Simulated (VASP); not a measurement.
# BH8C2N: single point with LDA

The system is BH8C2N.

```
CELL_PARAMETERS angstrom
5.45530 -0.02905 -0.01718
2.27132 5.21438 -0.04225
0.83835 0.65257 5.83576
ATOMIC_POSITIONS crystal
B 0.47870 0.86242 0.90600
B 0.52130 0.13758 0.09400
H 0.65424 0.13575 0.49812
H 0.34576 0.86425 0.50188
H 0.88015 0.02196 0.72107
H 0.11985 0.97804 0.27893
H 0.69020 0.35939 0.66264
H 0.30980 0.64061 0.33736
H 0.21326 0.53088 0.76711
H 0.78674 0.46912 0.23289
H 0.05146 0.31507 0.88836
H 0.94854 0.68493 0.11164
H 0.18458 0.30959 0.59447
H 0.81542 0.69041 0.40553
H 0.26295 0.85058 0.89125
H 0.73705 0.14942 0.10875
H 0.66647 0.70407 0.80489
H 0.33353 0.29593 0.19511
C 0.68613 0.16571 0.67000
C 0.31387 0.83429 0.33000
C 0.21578 0.33551 0.76797
C 0.78422 0.66449 0.23203
N 0.47143 0.14430 0.83635
N 0.52857 0.85570 0.16365
```

- Program: VASP 6.6.1
- Task: single point
- Functional: LDA
- Potentials or basis: VASP PAW LDA potentials, release 64 (B, H, C, N)
- Cutoff: 520 eV
- k mesh: 4 × 4 × 4
- Occupations: gaussian, width 0.02 eV
- Spin: no spin polarisation

```json
{
  "Pressure": "0.2 GPa",
  "Largest force": "0.062 eV/Å",
  "Band gap on the k mesh": "4.94 eV, indirect (least direct gap 5.72 eV)"
}
```

Forces on the atoms (eV/Å):
```
B   -0.010 -0.014 -0.010
B    0.010  0.014  0.010
H   -0.014 -0.011 -0.043
H    0.014  0.011  0.043
H    0.035 -0.030  0.010
H   -0.035  0.030 -0.010
H    0.021  0.042 -0.004
H   -0.021 -0.042  0.004
H    0.016  0.045 -0.001
H   -0.016 -0.045  0.001
H   -0.036  0.001  0.027
H    0.036 -0.001 -0.027
H   -0.018 -0.009 -0.043
H    0.018  0.009  0.043
H   -0.015 -0.002 -0.001
H    0.015  0.002  0.001
H    0.006 -0.012 -0.008
H   -0.006  0.012  0.008
C    0.031  0.000 -0.031
C   -0.031  0.000  0.031
C   -0.038  0.030 -0.010
C    0.038 -0.030  0.010
N   -0.001 -0.037  0.050
N    0.001  0.037 -0.050
```

Stress tensor (GPa, compression positive):
```
 0.24 -0.08 -0.05
-0.08  0.15 -0.05
-0.05 -0.05  0.20
```

Levels at points of the mesh, in eV from the valence-band top:
| k point | band 21 | band 22 | band 23 | band 24 | band 25 | band 26 | band 27 | band 28 |
| --- | --- | --- | --- | --- | --- | --- | --- | --- |
| (0.00, 0.00, 0.00) | -1.78 | -1.59 | -1.36 | 0.00 | 5.72 | 6.25 | 6.40 | 6.70 |
| (0.50, 0.00, 0.00) | -1.89 | -1.61 | -1.55 | -0.30 | 5.96 | 6.36 | 6.57 | 6.64 |
| (0.00, 0.50, 0.00) | -1.70 | -1.46 | -1.16 | -0.68 | 5.61 | 5.82 | 6.46 | 6.71 |
| (0.50, 0.50, 0.00) | -1.88 | -1.28 | -1.11 | -0.69 | 5.79 | 5.98 | 6.50 | 6.75 |
| (0.00, 0.00, 0.50) | -1.78 | -1.48 | -1.19 | -0.57 | 5.76 | 5.98 | 6.23 | 6.48 |
| (0.50, 0.00, 0.50) | -1.96 | -1.45 | -1.23 | -0.79 | 5.73 | 6.09 | 6.53 | 6.67 |
| (0.00, 0.50, 0.50) | -1.75 | -1.33 | -1.32 | -1.00 | 4.94 | 4.99 | 6.02 | 6.82 |
| (0.50, 0.50, 0.50) | -1.94 | -1.33 | -1.06 | -1.06 | 4.95 | 5.49 | 6.14 | 6.56 |

Wall time 4.9 min on 1 thread of AMD EPYC 9R45 96-Core Processor (Zen 5), on a shared host, peak memory 0.29 GiB.

A k mesh can miss the band edges.
